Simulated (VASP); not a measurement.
# CuI (Pm-3m) in VASP: notebook

Runs on CuI. Level: PBE. Tasks: single point.

Everything below comes from runs of VASP 6.6.1. Logs are shortened: lines on timing, memory, paths and dates and some standing lists are left out, and cuts for length are marked.

**1. The cell of the first run**

It takes space group Pm-3m (No. 221, cubic). The conventional cell has a = 3.575 Å, b = 3.575 Å, c = 3.575 Å, α = 90.00°, β = 90.00°, γ = 90.00°. Cu (site symmetry m-3m) has 8 I at 3.10 Å and 6 Cu at 3.57 Å within 4.1 Å. Within 4.1 Å of I (site symmetry m-3m) lie 8 Cu at 3.10 Å and 6 I at 3.57 Å.

**2. Single point, PBE (22.84 Å³/atom)**

The input, INCAR:

```
PREC = Accurate
ENCUT = 520
EDIFF = 1E-7
ISMEAR = -1
SIGMA = 0.02
LREAL = False
LASPH = True
NELM = 100
ALGO = Normal
ISIF = 2
LWAVE = False
LCHARG = False
GGA = PE
NBANDS = 16
```

The input, KPOINTS:

```
regular mesh
0
Gamma
  6 6 6
```

The input, POSCAR:

```
CuI
1.0
    3.5749673012      0.0000000000      0.0000000000
    0.0000000000      3.5749673012      0.0000000000
    0.0000000000      0.0000000000      3.5749673012
Cu I
1 1
Direct
    0.0000000000      0.0000000000      0.0000000000
    0.5000000000      0.5000000000      0.5000000000
```

Potentials or basis: VASP PAW PBE potentials, release 64 (Cu, I).

On the command line:

```bash
> cat potpaw_PBE.64/Cu/POTCAR potpaw_PBE.64/I/POTCAR > POTCAR
> mpirun -np 1 vasp_std > vasp.out
```

OUTCAR:

```text
PREC = Accurate
   ENCUT = 520
   EDIFF = 1E-7
   ISMEAR = -1
   LREAL = False
   LASPH = True
   NELM = 100
   ISIF = 2
   GGA = PE

 ion  position               nearest neighbor table
   1  0.000  0.000  0.000-   2 3.10   2 3.10   2 3.10   2 3.10   2 3.10   2 3.10   2 3.10   2 3.10

   2  0.500  0.500  0.500-   1 3.10   1 3.10   1 3.10   1 3.10   1 3.10   1 3.10   1 3.10   1 3.10

  LATTYP: Found a simple cubic cell.
 ALAT       =     3.5749673012

  Lattice vectors:

 A1 = (   3.5749673012,   0.0000000000,   0.0000000000)
 A2 = (   0.0000000000,   3.5749673012,   0.0000000000)
 A3 = (   0.0000000000,   0.0000000000,   3.5749673012)

Analysis of symmetry for initial positions (statically):
=====================================================================
 Subroutine PRICEL returns:
 Original cell was already a primitive cell.

 Routine SETGRP: Setting up the symmetry group for a
 simple cubic supercell.

 Subroutine GETGRP returns: Found 48 space group operations
 (whereof 48 operations were pure point group operations)
 out of a pool of 48 trial point group operations.

The static configuration has the point symmetry O_h .

Analysis of symmetry for dynamics (positions and initial velocities):
=====================================================================
 Subroutine PRICEL returns:
 Original cell was already a primitive cell.

 Routine SETGRP: Setting up the symmetry group for a
 simple cubic supercell.

 Subroutine GETGRP returns: Found 48 space group operations
 (whereof 48 operations were pure point group operations)
 out of a pool of 48 trial point group operations.

The dynamic configuration has the point symmetry O_h .

 Subroutine INISYM returns: Found 48 space group operations
 (whereof 48 operations are pure point group operations),
 and found     1 'primitive' translations

----------------------------------------------------------------------------------------

                                     Primitive cell

  volume of cell :      45.6895

  direct lattice vectors                    reciprocal lattice vectors
     3.574967301  0.000000000  0.000000000     0.279722838  0.000000000  0.000000000
     0.000000000  3.574967301  0.000000000     0.000000000  0.279722838  0.000000000
     0.000000000  0.000000000  3.574967301     0.000000000  0.000000000  0.279722838

  length of vectors
     3.574967301  3.574967301  3.574967301     0.279722838  0.279722838  0.279722838

  position of ions in fractional coordinates (direct lattice)
[... 74 lines left out ...]
   EDIFF  = 0.1E-06   stopping-criterion for ELM
   LREAL  =      F    real-space projection
   EDIFFG = 0.1E-05   stopping-criterion for IOM
   NSW    =      0    number of steps for IOM
   IBRION =     -1    ionic relax: 0-MD 1-quasi-New 2-CG
   NFREE  =      0    steps in history (QN), initial steepest desc. (CG)
   ISIF   =      2    stress and relaxation
   ISYM   =      2    0-nonsym 1-usesym 2-fastsym
   POTIM  = 0.5000    time-step for ionic-motion
   TEBEG  =    0.0;   TEEND  =   0.0 temperature during run
   PSTRESS=    0.0 pullay stress
   NELECT =      18.0000    total number of electrons
   NUPDOWN=      -1.0000    fix difference up-down
   EMIN   =  10.00;   EMAX   =-10.00  energy-range for DOS
   EFERMI =   0.00;   METHOD = LEGACY
   ISMEAR =    -1;   SIGMA  =   0.02  broadening in eV -4-tet -1-fermi 0-gaus
   EFERMI_NEDOS =   21; number of points for ismear=-14 and -15
   IALGO  =     38    algorithm
   IMIX   =      4    mixing-type and parameters
     AMIX     =   0.40;   BMIX     =  1.00
     AMIX_MAG =   1.60;   BMIX_MAG =  1.00
  volume/ion in A,a.u.               =      22.84       154.16
  Fermi-wavevector in a.u.,A,eV,Ry     =   1.200126  2.267910 19.596511  1.440303
  Thomas-Fermi vector in A             =   2.335971
   LORBIT       =      0    0 simple, 1 ext, 2 COOP (PROOUT), +10 PAW based schemes
   GGA     = PE    functional components
   LHFCALC =     F    Hartree Fock is set to
   AEXX    =    0.0000 exact exchange contribution
   IVDW    =     0    specifies the selected vdW correction
   LEPSILON=     F    determine dielectric tensor
   LRPA    =     F    only Hartree local field effects (RPA)
 non-spin polarized calculation
  energy-cutoff  :      520.00
  volume of cell :       45.69
 maximum number of plane-waves:      1253
 NGX is ok and might be reduce to    28
   NGX = 13   NGY = 13   NGZ = 13

 number of electron      17.9999972 magnetization

 Free energy of the ion-electron system (eV)
  ---------------------------------------------------
  ext. energy  EPLUGINS =         0.00000000
  ---------------------------------------------------
  free energy    TOTEN  =        -4.11515957 eV

  energy without entropy =       -4.11328960  energy(sigma->0) =       -4.11422458

 E-fermi :   6.5434     XC(G=0): -10.2544

 val. band max:        6.5340810783   @ k =   0.5000   0.1667   0.0000
 cond. band min:       6.5862367978   @ k =   0.5000   0.0000   0.0000
 fundamental gap:      0.0521557195
 Fermi energy:         6.5434308140

 k-point     1 :       0.0000    0.0000    0.0000
  band No.  band energies     occupation
      1      -7.7478      2.00000
      2       4.2641      2.00000
      3       4.2641      2.00000
      4       4.7373      2.00000
      5       4.7373      2.00000
      6       4.7373      2.00000
[... 357 lines left out ...]
      3       1.9064      2.00000
      4       1.9064      2.00000
      5       4.9088      2.00000
      6       4.9088      2.00000
[... 8 lines left out ...]
     15      23.9872      0.00000
     16      23.9875      0.00000

------------------------ aborting loop because EDIFF is reached ----------------------------------------

  FORCE on cell =-STRESS in cart. coord.  units (eV):
  Direction    XX          YY          ZZ          XY          YZ          ZX
  --------------------------------------------------------------------------------------
  -------------------------------------------------------------------------------------
  Total        0.8429520      0.8429520      0.8429520      0.0000000     -0.0000000      0.0000000
  in kB       29.5595073     29.5595073     29.5595073      0.0000000     -0.0000000      0.0000000
  external PRESSURE =      29.5595073 kB  Pullay stress =       0.0000000 kB

 VOLUME and BASIS-vectors are now :
 -----------------------------------------------------------------------------
  energy-cutoff  :      520.00
  volume of cell :       45.69
      direct lattice vectors                 reciprocal lattice vectors
     3.574967301  0.000000000  0.000000000     0.279722838  0.000000000  0.000000000
     0.000000000  3.574967301  0.000000000     0.000000000  0.279722838  0.000000000
     0.000000000  0.000000000  3.574967301     0.000000000  0.000000000  0.279722838

 POSITION                                       TOTAL-FORCE (eV/Angst)
 -----------------------------------------------------------------------------------
      0.00000      0.00000      0.00000         0.000000      0.000000      0.000000
      1.78748      1.78748      1.78748         0.000000      0.000000      0.000000
 -----------------------------------------------------------------------------------
    total drift:                               -0.000000      0.000000     -0.000000

  FREE ENERGIE OF THE ION-ELECTRON SYSTEM (eV)
  ---------------------------------------------------
  free  energy   TOTEN  =        -4.1151595687 eV

  energy  without entropy=       -4.1132895957  energy(sigma->0) =       -4.11422458
```

OSZICAR:

```text
N       E                     dE             d eps       ncg     rms          rms(c)
DAV:   1     0.952333377142E+02    0.95233E+02   -0.80051E+03   648   0.126E+03
DAV:   2     0.203080187920E+01   -0.93203E+02   -0.85039E+02   672   0.240E+02
DAV:   3    -0.425774453664E+01   -0.62885E+01   -0.58853E+01   888   0.610E+01
DAV:   4    -0.442640293081E+01   -0.16866E+00   -0.16859E+00   800   0.935E+00
DAV:   5    -0.443122064842E+01   -0.48177E-02   -0.48177E-02   928   0.165E+00    0.808E+00
DAV:   6    -0.439550542707E+01    0.35715E-01   -0.35357E+00   736   0.503E+01    0.562E+00
DAV:   7    -0.411619387113E+01    0.27931E+00   -0.10991E+00   800   0.327E+01    0.268E+00
DAV:   8    -0.411857460582E+01   -0.23807E-02   -0.54406E-02   928   0.296E+00    0.851E-01
DAV:   9    -0.411519098454E+01    0.33836E-02   -0.12285E-02   848   0.332E+00    0.757E-02
DAV:  10    -0.411515108950E+01    0.39895E-04   -0.71377E-04   984   0.375E-01    0.185E-02
DAV:  11    -0.411515831748E+01   -0.72280E-05   -0.51749E-05   904   0.648E-02    0.204E-02
DAV:  12    -0.411516802762E+01   -0.97101E-05   -0.33950E-05   864   0.170E-01    0.381E-02
DAV:  13    -0.411515948994E+01    0.85377E-05   -0.26996E-05   768   0.161E-01    0.146E-03
DAV:  14    -0.411515959980E+01   -0.10986E-06   -0.91412E-07   768   0.635E-03    0.132E-03
DAV:  15    -0.411515956871E+01    0.31088E-07   -0.11787E-08   456   0.117E-03
   1 F= -.41151596E+01 E0= -.41142246E+01  d E =-.186997E-02
```

stdout:

```text
POSCAR found type information on POSCAR CuI
 POSCAR found :  2 types and       2 ions
 scaLAPACK will be used
 LDA part: xc-table for (Slater+PW92), standard interpolation
 POSCAR, INCAR and KPOINTS ok, starting setup
 FFT: planning ... GRIDC
 FFT: planning ... GRID_SOFT
 FFT: planning ... GRID
 WAVECAR not read
 entering main loop
```

It took 13 s on 1 thread of Intel Xeon Platinum 8259CL at 2.50GHz (Skylake/Cascade Lake), shared host; peak memory 0.16 GiB.

Results:

```
Free energy            : -4.1152 eV
Pressure               : 3.0 GPa
Band gap on the k mesh : zero (bands 9 and 10 overlap by 0.47 eV)
```

Levels at points of the mesh, in eV from the Fermi level:
| k point | band 7 | band 8 | band 9 | band 10 | band 11 | band 12 |
| --- | --- | --- | --- | --- | --- | --- |
| (0.00, 0.00, 0.00) | -1.74 | -1.74 | -1.74 | -0.30 | 5.31 | 5.31 |
| (0.50, 0.00, 0.00) | -1.63 | 0.04 | 0.04 | 3.49 | 4.16 | 6.20 |
| (0.50, 0.50, 0.00) | -1.82 | -1.64 | -0.56 | -0.24 | 7.40 | 7.40 |
| (0.50, 0.50, 0.50) | -0.87 | -0.87 | -0.87 | 1.48 | 1.48 | 1.48 |

Caveat: spin-orbit coupling is left out, which moves the levels of the heavy elements.

**3. Single point, PBE (23.57 Å³/atom)**

This run uses another cell than the first one, of 23.57 Å³/atom.

Changes to INCAR since step 2:

```diff
@@ -7,3 +7,3 @@
 LASPH = True
-NELM = 100
+NELM = 60
 ALGO = Normal
```

KPOINTS is that of step 2.

The input, POSCAR:

```
CuI
1.0
    3.6126013016      0.0000000000      0.0000000000
    0.0000000000      3.6126013016      0.0000000000
    0.0000000000      0.0000000000      3.6126013016
Cu I
1 1
Direct
    0.0000000000      0.0000000000      0.0000000000
    0.5000000000      0.5000000000      0.5000000000
```

Potentials or basis: VASP PAW PBE potentials, release 64 (Cu, I).

On the command line:

```bash
> cat potpaw_PBE.64/Cu/POTCAR potpaw_PBE.64/I/POTCAR > POTCAR
> mpirun -np 1 vasp_std > vasp.out
```

Wall time 13 s (1 thread of Intel Xeon Platinum 8259CL at 2.50GHz (Skylake/Cascade Lake), shared host); peak memory 0.16 GiB.

Results (log left out):

* Free energy: -4.1348 eV
* Pressure: 1.4 GPa
* Band gap on the k mesh: zero (bands 9 and 10 overlap by 0.38 eV)

Levels at points of the mesh, in eV from the Fermi level:
```
           k point  band 7  band 8  band 9  band 10  band 11  band 12
(0.00, 0.00, 0.00)   -1.65   -1.65   -1.65    -0.33     5.40     5.40
(0.50, 0.00, 0.00)   -1.52    0.04    0.04     3.48     4.05     6.29
(0.50, 0.50, 0.00)   -1.70   -1.53   -0.46    -0.24     7.35     7.35
(0.50, 0.50, 0.50)   -0.80   -0.80   -0.80     1.65     1.65     1.65
```

Caveat: spin-orbit coupling is left out, which moves the levels of the heavy elements.

**4. Single point, PBE**

This run uses another cell than the first one, of 24.30 Å³/atom.

The input, INCAR:

```
SYSTEM = CuI
  PREC = Accurate
  ENCUT = 520
  EDIFF = 1E-7
  ISMEAR = -1
  SIGMA = 0.02
  LREAL = .FALSE.
  LASPH = .TRUE.
  NELM = 60
  ALGO = Normal
  ISIF = 2
  LWAVE = .FALSE.
  LCHARG = .TRUE.
  GGA = PE
  LELF = .TRUE.
  LVHAR = .TRUE.
  NBANDS = 16
```

The input, KPOINTS:

```
Automatic mesh
0
G
  6 6 6
  0 0 0
```

The input, POSCAR:

```
CuI
1.0
    3.6494671264      0.0000000000      0.0000000000
    0.0000000000      3.6494671264      0.0000000000
    0.0000000000      0.0000000000      3.6494671264
Cu I
1 1
Direct
    0.0000000000      0.0000000000      0.0000000000
    0.5000000000      0.5000000000      0.5000000000
```

On the command line:

```bash
> cat potpaw_PBE.64/Cu/POTCAR potpaw_PBE.64/I/POTCAR > POTCAR
> mpirun -np 1 vasp_std > vasp.out
```

It took 14 s on 1 thread of Intel Xeon Platinum 8259CL at 2.50GHz (Skylake/Cascade Lake), shared host; peak memory 0.16 GiB.

It converged, with:

| Item | Value |
| --- | --- |
| Free energy | -4.1413 eV |
| Pressure | 0.0 GPa |
| Band gap on the k mesh | zero (bands 9 and 10 overlap by 0.40 eV) |

Levels at points of the mesh, in eV from the Fermi level:
```csv
k point,band 6,band 7,band 8,band 9,band 10,band 11,band 12,band 13
"(0.00, 0.00, 0.00)",-1.57,-1.56,-1.56,-1.56,-0.36,5.48,5.48,10.21
"(0.50, 0.00, 0.00)",-1.55,-1.41,0.04,0.04,3.47,3.95,6.33,6.33
"(0.50, 0.50, 0.00)",-1.70,-1.59,-1.42,-0.37,-0.25,7.29,7.29,7.64
"(0.50, 0.50, 0.50)",-1.41,-0.73,-0.73,-0.73,1.80,1.80,1.80,1.98
```

Caveat: spin-orbit coupling is left out, which moves the levels of the heavy elements.

**5. Overview**

```csv
cell,gap on the mesh (eV),pressure (GPa)
"a = 3.575 Å, 2 atoms",none,3.0
"a = 3.613 Å, 2 atoms",none,1.4
"a = 3.649 Å, 2 atoms",none,0.0
```

Alike in all rows: task single point; level PBE; potentials or basis VASP PAW PBE potentials, release 64 (Cu, I); no spin polarisation; k mesh 6 × 6 × 6; cutoff (eV) 520; smearing fermi-dirac 0.02 eV.

Caveats: spin-orbit coupling is left out, which moves the levels of the heavy elements.

Absolute energies hang on the potentials; compare differences alone.
